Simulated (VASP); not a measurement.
# SiO2 (P4_2/mnm) in VASP: notebook

SiO2 is run at these levels: PBE; tasks: single point.

All numbers are computed with VASP 6.6.1; they aren't measurements. Logs are shortened: lines on timing, memory, paths and dates and some standing lists are left out, and cuts for length are marked.

## 1. The cell of the first run

It takes space group P4_2/mnm (No. 136, tetragonal). The conventional cell has a = 4.236 Å, b = 4.236 Å, c = 2.528 Å, α = 90.00°, β = 90.00°, γ = 90.00°. Si (site symmetry mmm) has 6 O at 1.71 to 1.84 Å within 2.3 Å. O (site symmetry m2m) has 3 Si at 1.71 to 1.84 Å within 2.3 Å.

## 2. Single point, PBE

Contents of INCAR:

```
PREC = Accurate
ENCUT = 520
EDIFF = 1E-7
ISMEAR = 0
SIGMA = 0.05
LREAL = F
LASPH = T
NELM = 80
ALGO = Normal
ISIF = 2
LWAVE = F
LCHARG = T
GGA = PE
LELF = T
LVHAR = T
NBANDS = 25
```

Contents of KPOINTS:

```
Automatic mesh
0
Gamma
  6 6 8
```

Contents of POSCAR:

```
SiO2
1.0
    4.2358788249      0.0000000000      0.0000000000
    0.0000000000      4.2358788249      0.0000000000
    0.0000000000      0.0000000000      2.5284000000
Si O
2 4
Direct
    0.5000000000      0.5000000000      0.5000000000
    0.0000000000      0.0000000000      0.0000000000
    0.6930127928      0.6930127928      0.0000000000
    0.1930127928      0.8069872072      0.5000000000
    0.3069872072      0.3069872072      0.0000000000
    0.8069872072      0.1930127928      0.5000000000
```

Potentials or basis: VASP PAW PBE potentials, release 64 (Si, O).

On the command line:

```bash
$ cat potpaw_PBE.64/Si/POTCAR potpaw_PBE.64/O/POTCAR > POTCAR
$ mpirun -np 1 vasp_std > vasp.out
```

OUTCAR:

```text
PREC = Accurate
   ENCUT = 520
   EDIFF = 1E-7
   ISMEAR = 0
   LREAL = F
   LASPH = T
   NELM = 80
   ISIF = 2
   GGA = PE

 ion  position               nearest neighbor table
   1  0.500  0.500  0.500-   3 1.71   5 1.71   3 1.71   5 1.71   4 1.84   6 1.84
   2  0.000  0.000  0.000-   4 1.71   6 1.71   4 1.71   6 1.71   5 1.84   3 1.84
   3  0.693  0.693  0.000-   1 1.71   1 1.71   2 1.84
   4  0.193  0.807  0.500-   2 1.71   2 1.71   1 1.84
   5  0.307  0.307  0.000-   1 1.71   1 1.71   2 1.84
   6  0.807  0.193  0.500-   2 1.71   2 1.71   1 1.84

  LATTYP: Found a simple tetragonal cell.
 ALAT       =     4.2358788249
 C/A-ratio  =     0.5969009277

  Lattice vectors:

 A1 = (   4.2358788249,   0.0000000000,   0.0000000000)
 A2 = (   0.0000000000,   4.2358788249,   0.0000000000)
 A3 = (   0.0000000000,   0.0000000000,   2.5284000000)

Analysis of symmetry for initial positions (statically):
=====================================================================
 Subroutine PRICEL returns:
 Original cell was already a primitive cell.

 Routine SETGRP: Setting up the symmetry group for a
 simple tetragonal supercell.

 Subroutine GETGRP returns: Found 16 space group operations
 (whereof  8 operations were pure point group operations)
 out of a pool of 16 trial point group operations.

The static configuration has the point symmetry D_2h.
 The point group associated with its full space group is D_4h.

Analysis of symmetry for dynamics (positions and initial velocities):
=====================================================================
 Subroutine PRICEL returns:
 Original cell was already a primitive cell.

 Routine SETGRP: Setting up the symmetry group for a
 simple tetragonal supercell.

 Subroutine GETGRP returns: Found 16 space group operations
 (whereof  8 operations were pure point group operations)
 out of a pool of 16 trial point group operations.

The dynamic configuration has the point symmetry D_2h.
 The point group associated with its full space group is D_4h.

 Subroutine INISYM returns: Found 16 space group operations
 (whereof  8 operations are pure point group operations),
 and found     1 'primitive' translations

----------------------------------------------------------------------------------------

                                     Primitive cell

[... 94 lines left out ...]
   LSORBIT =      F    spin-orbit coupling
   LASPH  =      T    aspherical Exc in radial PAW
   ENCUT  =  520.0 eV  38.22 Ry    6.18 a.u.   7.88  7.88  4.70*2*pi/ulx,y,z
   NELM   =     80;   NELMIN=  2; NELMDL= -5     # of ELM steps
   EDIFF  = 0.1E-06   stopping-criterion for ELM
   LREAL  =      F    real-space projection
   EDIFFG = 0.1E-05   stopping-criterion for IOM
   NSW    =      0    number of steps for IOM
   IBRION =     -1    ionic relax: 0-MD 1-quasi-New 2-CG
   NFREE  =      0    steps in history (QN), initial steepest desc. (CG)
   ISIF   =      2    stress and relaxation
   ISYM   =      2    0-nonsym 1-usesym 2-fastsym
   POTIM  = 0.5000    time-step for ionic-motion
   TEBEG  =    0.0;   TEEND  =   0.0 temperature during run
   PSTRESS=    0.0 pullay stress
   NELECT =      32.0000    total number of electrons
   NUPDOWN=      -1.0000    fix difference up-down
   EMIN   =  10.00;   EMAX   =-10.00  energy-range for DOS
   EFERMI =   0.00;   METHOD = LEGACY
   ISMEAR =     0;   SIGMA  =   0.05  broadening in eV -4-tet -1-fermi 0-gaus
   EFERMI_NEDOS =   21; number of points for ismear=-14 and -15
   IALGO  =     38    algorithm
   IMIX   =      4    mixing-type and parameters
     AMIX     =   0.40;   BMIX     =  1.00
     AMIX_MAG =   1.60;   BMIX_MAG =  1.00
  volume/ion in A,a.u.               =       7.56        51.02
  Fermi-wavevector in a.u.,A,eV,Ry     =   1.457294  2.753887 28.894776  2.123706
  Thomas-Fermi vector in A             =   2.574112
   LORBIT       =      0    0 simple, 1 ext, 2 COOP (PROOUT), +10 PAW based schemes
   GGA     = PE    functional components
   LHFCALC =     F    Hartree Fock is set to
   AEXX    =    0.0000 exact exchange contribution
   IVDW    =     0    specifies the selected vdW correction
   LEPSILON=     F    determine dielectric tensor
   LRPA    =     F    only Hartree local field effects (RPA)
 non-spin polarized calculation
 Gauss-broadening in eV      SIGMA  =   0.05
  energy-cutoff  :      520.00
  volume of cell :       45.37
 maximum number of plane-waves:      1240
 NGX is ok and might be reduce to    32

 number of electron      32.0000024 magnetization

 Free energy of the ion-electron system (eV)
  ---------------------------------------------------
  ext. energy  EPLUGINS =         0.00000000
  ---------------------------------------------------
  free energy    TOTEN  =       -45.85912112 eV

  energy without entropy =      -45.85912112  energy(sigma->0) =      -45.85912112

 E-fermi :   8.6397     XC(G=0): -12.3750

 val. band max:        8.4334456671   @ k =   0.0000   0.0000   0.0000
 cond. band min:      14.7560869931   @ k =   0.0000   0.0000   0.0000
 fundamental gap:      6.3226413260
 Fermi energy:         8.6396892874

 k-point     1 :       0.0000    0.0000    0.0000
  band No.  band energies     occupation
      1     -14.4214      2.00000
      2     -10.7863      2.00000
      3     -10.7863      2.00000
      4     -10.7418      2.00000
      5      -2.4810      2.00000
      6       1.6106      2.00000
[... 661 lines left out ...]
     24      22.3268      0.00000
     25      22.8070      0.00000

 [... further k-points ...]
[... 5 lines left out ...]
  --------------------------------------------------------------------------------------
  -------------------------------------------------------------------------------------
  Total        3.5302841      3.5302841     14.9517586     -0.0000000      0.0000000      0.0000000
  in kB      124.6773032    124.6773032    528.0438906     -0.0000000      0.0000000      0.0000000
  external PRESSURE =     259.1328323 kB  Pullay stress =       0.0000000 kB

 VOLUME and BASIS-vectors are now :
 -----------------------------------------------------------------------------
  energy-cutoff  :      520.00
  volume of cell :       45.37
      direct lattice vectors                 reciprocal lattice vectors
     4.235878825  0.000000000  0.000000000     0.236078519  0.000000000  0.000000000
     0.000000000  4.235878825  0.000000000     0.000000000  0.236078519  0.000000000
     0.000000000  0.000000000  2.528400000     0.000000000  0.000000000  0.395507040

 POSITION                                       TOTAL-FORCE (eV/Angst)
 -----------------------------------------------------------------------------------
      2.11794      2.11794      1.26420         0.000000      0.000000      0.000000
      0.00000      0.00000      0.00000         0.000000      0.000000      0.000000
      2.93552      2.93552      0.00000         0.138906      0.138906      0.000000
      0.81758      3.41830      1.26420         0.138906     -0.138906      0.000000
      1.30036      1.30036      0.00000        -0.138906     -0.138906      0.000000
      3.41830      0.81758      1.26420        -0.138906      0.138906      0.000000
 -----------------------------------------------------------------------------------
    total drift:                                0.000000      0.000000     -0.000000

  FREE ENERGIE OF THE ION-ELECTRON SYSTEM (eV)
  ---------------------------------------------------
  free  energy   TOTEN  =       -45.8591211225 eV

  energy  without entropy=      -45.8591211225  energy(sigma->0) =      -45.85912112
```

stdout:

```text
POSCAR found type information on POSCAR SiO
 POSCAR found :  2 types and       6 ions
 scaLAPACK will be used
 LDA part: xc-table for (Slater+PW92), standard interpolation
 POSCAR, INCAR and KPOINTS ok, starting setup
 FFT: planning ... GRIDC
 FFT: planning ... GRID_SOFT
 FFT: planning ... GRID
 WAVECAR not read
 entering main loop
```

Wall time 25 s (1 thread of Intel Xeon Platinum 8488C (Sapphire Rapids), shared host); peak memory 0.17 GiB.

Results:

```
Free energy            : -45.8591 eV
Pressure               : 25.9 GPa
Largest force          : 0.196 eV/Å
Band gap on the k mesh : 6.32 eV, direct
```

Forces on the atoms (eV/Å):
```
Si   0.000  0.000  0.000
Si   0.000  0.000  0.000
O    0.139  0.139  0.000
O    0.139 -0.139  0.000
O   -0.139 -0.139  0.000
O   -0.139  0.139  0.000
```

A k mesh can miss the band edges. PBE gaps usually lie below the measured ones, often by a third to a half.

## 3. Single point, PBE

This run uses another cell than the first one, of the same volume but with other edges.

Contents of INCAR:

```
SYSTEM = SiO2
ALGO = Normal
EDIFF = 1E-7
ENCUT = 520
GGA = PE
ISIF = 2
ISMEAR = 0
LASPH = .True.
LCHARG = .True.
LELF = .True.
LREAL = .False.
LVHAR = .True.
LWAVE = .False.
NBANDS = 25
NELM = 60
PREC = Accurate
SIGMA = 0.05
```

Contents of KPOINTS:

```
k-points
0
Gamma
  6 6 8
  0 0 0
```

Edit POSCAR of step 2 so:

```diff
@@ -2,5 +2,5 @@
 1.0
-    4.2358788249      0.0000000000      0.0000000000
-    0.0000000000      4.2358788249      0.0000000000
-    0.0000000000      0.0000000000      2.5284000000
+    4.1088000000      0.0000000000      0.0000000000
+    0.0000000000      4.1088000000      0.0000000000
+    0.0000000000      0.0000000000      2.6897743053
 Si O
```

Potentials or basis: VASP PAW PBE potentials, release 64 (Si, O).

On the command line:

```bash
$ cat potpaw_PBE.64/Si/POTCAR potpaw_PBE.64/O/POTCAR > POTCAR
$ mpirun -np 1 vasp_std > vasp.out
```

OUTCAR:

```text
SYSTEM = SiO2
   EDIFF = 1E-7
   ENCUT = 520
   GGA = PE
   ISIF = 2
   ISMEAR = 0
   LASPH = .True.
   LREAL = .False.
   NELM = 60
   PREC = Accurate

 ion  position               nearest neighbor table
   1  0.500  0.500  0.500-   3 1.75   5 1.75   3 1.75   5 1.75   4 1.78   6 1.78
   2  0.000  0.000  0.000-   4 1.75   6 1.75   4 1.75   6 1.75   5 1.78   3 1.78
   3  0.693  0.693  0.000-   1 1.75   1 1.75   2 1.78
   4  0.193  0.807  0.500-   2 1.75   2 1.75   1 1.78
   5  0.307  0.307  0.000-   1 1.75   1 1.75   2 1.78
[... 883 lines left out ...]
  -------------------------------------------------------------------------------------
  Total        6.4004161      6.4004161      3.7758694      0.0000000      0.0000000      0.0000000
  in kB      225.8254836    225.8254836    133.2237635      0.0000000      0.0000000      0.0000000
  external PRESSURE =     194.9582435 kB  Pullay stress =       0.0000000 kB

 VOLUME and BASIS-vectors are now :
 -----------------------------------------------------------------------------
  energy-cutoff  :      520.00
  volume of cell :       45.41
      direct lattice vectors                 reciprocal lattice vectors
     4.108800000  0.000000000  0.000000000     0.243380062  0.000000000  0.000000000
     0.000000000  4.108800000  0.000000000     0.000000000  0.243380062  0.000000000
     0.000000000  0.000000000  2.689774305     0.000000000  0.000000000  0.371778405

 POSITION                                       TOTAL-FORCE (eV/Angst)
 -----------------------------------------------------------------------------------
      2.05440      2.05440      1.34489         0.000000     -0.000000     -0.000000
      0.00000      0.00000      0.00000         0.000000     -0.000000     -0.000000
      2.84745      2.84745      0.00000         0.432728      0.432728     -0.000000
      0.79305      3.31575      1.34489         0.432728     -0.432728      0.000000
      1.26135      1.26135      0.00000        -0.432728     -0.432728      0.000000
      3.31575      0.79305      1.34489        -0.432728      0.432728     -0.000000
 -----------------------------------------------------------------------------------
    total drift:                                0.000000      0.000000     -0.000000

  FREE ENERGIE OF THE ION-ELECTRON SYSTEM (eV)
  ---------------------------------------------------
  free  energy   TOTEN  =       -46.1200728191 eV

  energy  without entropy=      -46.1200728191  energy(sigma->0) =      -46.12007282
```

OSZICAR:

```text
N       E                     dE             d eps       ncg     rms          rms(c)
DAV:   1     0.138031273141E+03    0.13803E+03   -0.17680E+04  2532   0.123E+03
DAV:   2    -0.438801252792E+02   -0.18191E+03   -0.17417E+03  3123   0.284E+02
DAV:   3    -0.508121573806E+02   -0.69320E+01   -0.69019E+01  3341   0.524E+01
DAV:   4    -0.508565612337E+02   -0.44404E-01   -0.44389E-01  2874   0.487E+00
DAV:   5    -0.508569020063E+02   -0.34077E-03   -0.34072E-03  3342   0.402E-01    0.181E+01
DAV:   6    -0.460666451860E+02    0.47903E+01   -0.13227E+01  3109   0.246E+01    0.837E+00
DAV:   7    -0.460994737465E+02   -0.32829E-01   -0.79375E-01  3150   0.526E+00    0.300E+00
DAV:   8    -0.461134678898E+02   -0.13994E-01   -0.25315E-02  3055   0.138E+00    0.111E+00
DAV:   9    -0.461198817884E+02   -0.64139E-02   -0.94096E-03  3163   0.818E-01    0.262E-01
DAV:  10    -0.461200853001E+02   -0.20351E-03   -0.38336E-04  3193   0.140E-01    0.399E-02
DAV:  11    -0.461200718796E+02    0.13421E-04   -0.64698E-05  3171   0.583E-02    0.698E-03
DAV:  12    -0.461200727404E+02   -0.86081E-06   -0.42754E-06  3096   0.151E-02    0.324E-03
DAV:  13    -0.461200728191E+02   -0.78716E-07   -0.44895E-07  3196   0.480E-03
   1 F= -.46120073E+02 E0= -.46120073E+02  d E =-.262492E-11
```

stdout:

```text
POSCAR found type information on POSCAR SiO
 POSCAR found :  2 types and       6 ions
 scaLAPACK will be used
 LDA part: xc-table for (Slater+PW92), standard interpolation
 POSCAR, INCAR and KPOINTS ok, starting setup
 FFT: planning ... GRIDC
 FFT: planning ... GRID_SOFT
 FFT: planning ... GRID
 WAVECAR not read
 entering main loop
```

Run time: 23 s. Hardware: 1 thread of Intel Xeon Platinum 8488C (Sapphire Rapids), shared host; peak memory 0.17 GiB.

What came out:

```
Free energy            : -46.1201 eV
Pressure               : 19.5 GPa
Largest force          : 0.612 eV/Å
Band gap on the k mesh : 5.99 eV, direct
```

Forces in eV/Å, atoms in the order of the input:
```
Si   0.000  0.000  0.000
Si   0.000  0.000  0.000
O    0.433  0.433  0.000
O    0.433 -0.433  0.000
O   -0.433 -0.433  0.000
O   -0.433  0.433  0.000
```

A k mesh can miss the band edges. As with any semilocal functional, this PBE gap is likely too small.

(Continued in part 2 of 2.)
